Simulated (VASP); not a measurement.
Set up this calculation in VASP 6.6.1, as the native input.

```yaml
Task: single point
Functional: PBE
Potentials_or_basis: VASP PAW PBE potentials, release 64 (Mg, O)
Cutoff: 600 eV
k_mesh: 10 × 10 × 10
Occupations: gaussian, width 0.02 eV
Spin: no spin polarisation
Dipole_correction: no
Further_INCAR_settings: ALGO = Normal; EDIFF = 1e-06; NBANDS = 11
```

The structure of MgO (ae) lies in POSCAR:

```
MgO
1.0
    0.0000000000      2.1271235958      2.1271235958
    2.1271235958      0.0000000000      2.1271235958
    2.1271235958      2.1271235958      0.0000000000
Mg O
1 1
Direct
    0.0000000000      0.0000000000      0.0000000000
    0.5000000000      0.5000000000      0.5000000000
```

One way to write it, as run:

INCAR

```
ALGO     = Normal         # electronic algorithm
EDIFF    = 1E-6           # SCF threshold, eV
ENCUT    = 600            # plane-wave cutoff, eV
GGA      = PE             # functional
GGA_COMPAT= F            
ISIF     = 2              # what is computed and relaxed
ISMEAR   = 0              # smearing method
LASPH    = T              # aspherical terms in the spheres
LCHARG   = F              # write CHGCAR
LREAL    = F              # projectors in reciprocal space
LWAVE    = F              # write WAVECAR
NBANDS   = 11             # bands
NELM     = 120            # most SCF steps
PREC     = Accurate       # precision mode
SIGMA    = 0.02           # smearing width, eV
```

KPOINTS

```
k-points
0
Gamma
  10 10 10
```

Potentials or basis: VASP PAW PBE potentials, release 64 (Mg, O).

Run with:

```bash
$ cat potpaw_PBE.64/Mg/POTCAR potpaw_PBE.64/O/POTCAR > POTCAR
$ mpirun -np 1 vasp_std > vasp.out
```

It gave:

```
Pressure               : -1.1 GPa
Band gap on the k mesh : 4.44 eV, direct
```

Wall time 13 s on 1 thread of AMD EPYC 7R43 64-Core Processor (Zen 3), with other jobs on the host, peak memory 0.11 GiB.
